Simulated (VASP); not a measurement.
Wanted: the native input for a VASP 6.6.1 run.

| Quantity | Value |
| --- | --- |
| Task | single point |
| Functional | PBE |
| Potentials or basis | VASP PAW PBE potentials, release 64 (Sb) |
| Cutoff | 500 eV |
| k mesh | 4 × 4 × 4 |
| Occupations | fermi-dirac, width 0.15 eV |
| Spin | non-collinear spin, zero start, spin-orbit coupling |
| Starting moments | [[0, 0, 0]] μB |
| Dipole correction | no |
| Further INCAR settings | ALGO = Normal; EDIFF = 1e-06; NBANDS = 16 |

The structure of Sb lies in POSCAR:

```
Sb
1.0
    0.0000000000      2.3796209900      2.3796209900
    2.3796209900      0.0000000000      2.3796209900
    2.3796209900      2.3796209900      0.0000000000
Sb
1
Direct
    0.0000000000      0.0000000000      0.0000000000
```

The input as run:

INCAR

```
  PREC = Accurate
  ENCUT = 500
  EDIFF = 1E-6
  ISMEAR = -1
  SIGMA = 0.15
  LREAL = False
  LASPH = True
  NELM = 200
  ALGO = Normal
  ISIF = 2
  LWAVE = False
  LCHARG = True
  MAGMOM = 0 0 0
  LORBIT = 11
  LSORBIT = True
  GGA_COMPAT = False
  LORBMOM = True
  GGA = PE
  LVHAR = True
  NBANDS = 16
```

KPOINTS

```
regular mesh
0
Gamma
  4 4 4
```

Potentials or basis: VASP PAW PBE potentials, release 64 (Sb).

Launch:

```console
$ cat potpaw_PBE.64/Sb/POTCAR > POTCAR
$ mpirun -np 1 vasp_ncl > vasp.out
```

Results of the run:

```
Pressure                                              : -0.4 GPa
Net moment                                            : 0.00 μB per cell
Valence electrons inside the program's atomic spheres : Sb 2.32
```

Caveat: the k points lie up to 0.57 Å⁻¹ apart.

It took 34 s on 1 thread of Intel Xeon 8259CL, on a shared host, peak memory 0.23 GiB.
